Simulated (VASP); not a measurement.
Runs of VASP 6.6.1 on Al3W. The structure is that of space group Fm-3m (No. 225), or close to it. The cells are those of the table. The cell was built from a structure type or drawn by symmetry, and may not be a known phase.

```csv
task,cell,k mesh,gap on the mesh (eV),pressure (GPa)
single point,"a = 4.433 Å, angles 60.0°, 4 atoms",6 × 6 × 6,none,0.3
relaxation of cell and atoms,"relaxed from a = 4.441 Å, angles 60.0°, 4 atoms",6 × 6 × 6,none,0.4
single point,"a = 4.439 Å, angles 60.0°, 4 atoms",12 × 12 × 12,none,(a)
single point,"a = 4.646 Å, angles 60.0°, 4 atoms",4 × 4 × 4,none,-13.4
single point,"a = 4.441 Å, angles 60.0°, 4 atoms",4 × 4 × 4,none,-0.1
```

Alike in all rows: level PBE; potentials or basis VASP PAW PBE potentials, release 64 (Al, W_sv); no spin polarisation; cutoff (eV) 500; smearing gaussian 0.1 eV.

Fill in the values left out.

(a) 0.0.

Caveats: some runs use coarse meshes; spin-orbit coupling is left out, which moves the levels of the heavy elements.

A k mesh can miss the band edges, and the runs leave out spin-orbit coupling on W.

A gap of «none» marks levels without a gap at the run's occupations.
